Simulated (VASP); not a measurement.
# Na7H8 (a cell with a defect): single point with PBE

The system is Na7H8 (a cell with a defect).

```xyz
15
Lattice="0.0000 4.8892 4.8892 4.8892 0.0000 4.8892 4.8892 4.8892 0.0000" Properties=species:S:1:pos:R:3 pbc="T T T"
Na    0.2363   -0.1031   -0.0912
Na    2.4408    2.4360   -0.0021
Na    2.4410   -0.0143    2.4487
Na    4.6473    2.5240    2.5356
Na    0.2351    2.5242    2.5368
Na    2.4417    1.2103    6.1115
Na    4.6459    4.7854    4.7981
H     2.4412    2.2572    2.2696
H     4.8005    4.9578    2.3646
H     4.7999    2.3520    4.9704
H     7.3299    4.6416    4.6543
H     2.4409    5.0542    5.0668
H     4.9711    7.2415    4.9701
H     4.9708    4.9580    7.2539
H     7.3303    7.5572    7.5696
```

```yaml
Program: VASP 6.6.1
Task: single point
Functional: PBE
Potentials_or_basis: VASP PAW PBE potentials, release 64 (Na_pv, H)
Cutoff: 520 eV
k_mesh: 3 × 3 × 3
Occupations: gaussian, width 0.1 eV
Spin: no spin polarisation
Dipole_correction: no
Further_INCAR_settings: LREAL = Auto; ALGO = Normal; EDIFF = 1e-07; NBANDS = 42
```

| Item | Value |
| --- | --- |
| Pressure | -0.3 GPa |
| Largest force | 0.029 eV/Å |

Forces in eV/Å, atoms in the order of the input:
```
Na  -0.023  0.003  0.003
Na   0.000 -0.012  0.011
Na   0.000  0.010 -0.011
Na   0.023 -0.002 -0.002
Na  -0.022 -0.002 -0.003
Na   0.000  0.000  0.000
Na   0.023  0.003  0.003
H    0.000 -0.011 -0.011
H    0.005 -0.009  0.009
H    0.006  0.009 -0.009
H    0.000 -0.021 -0.021
H    0.000  0.011  0.011
H   -0.006  0.009 -0.009
H   -0.005 -0.009  0.009
H    0.000  0.021  0.021
```

Stress tensor (GPa, compression positive):
```
-0.71  0.00  0.00
 0.00 -0.08  1.07
 0.00  1.07 -0.08
```

Levels at points of the mesh, in eV from the Fermi level:
```tsv
k point	band 26	band 27	band 28	band 29	band 30	band 31	band 32	band 33
(0.00, 0.00, 0.00)	-0.60	-0.23	-0.02	0.00	3.83	3.94	4.14	4.35
```

It took 3.4 min on 1 thread of AMD EPYC 9R45 96-Core Processor (Zen 5), on a shared host, peak memory 0.37 GiB.

Caveat: the k points lie up to 0.37 Å⁻¹ apart.
